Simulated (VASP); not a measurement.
Input of a VASP 6.6.1 run:

INCAR

```
PREC = Accurate
ENCUT = 520
EDIFF = 1E-6
ISMEAR = -1
SIGMA = 0.1
LREAL = False
LASPH = True
NELM = 80
ALGO = Normal
ISIF = 2
LWAVE = False
LCHARG = False
GGA = PE
NBANDS = 16
```

The input KPOINTS:

```
Automatic mesh
0
Gamma
  15 15 15
```

The input POSCAR:

```
TiN
1.0
    0.0000000000      1.7400978071      1.7400978071
    1.7400978071      0.0000000000      1.7400978071
    1.7400978071      1.7400978071      0.0000000000
Ti N
1 1
Direct
    0.0000000000      0.0000000000      0.0000000000
    0.5000000000      0.5000000000      0.5000000000
```

Potentials or basis: VASP PAW PBE potentials, release 64 (Ti_sv, N).

Launch:

```sh
$ cat potpaw_PBE.64/Ti_sv/POTCAR potpaw_PBE.64/N/POTCAR > POTCAR
$ mpirun -np 1 vasp_std > vasp.out
```

Problem. Estimate the band gap on the k mesh.

Solution. Zero (an odd number of electrons rules out a gap without spin polarisation).

Problem. What does it give for the pressure?

Solution. 562.6 GPa.

Caveat: the cell stands under pressure.
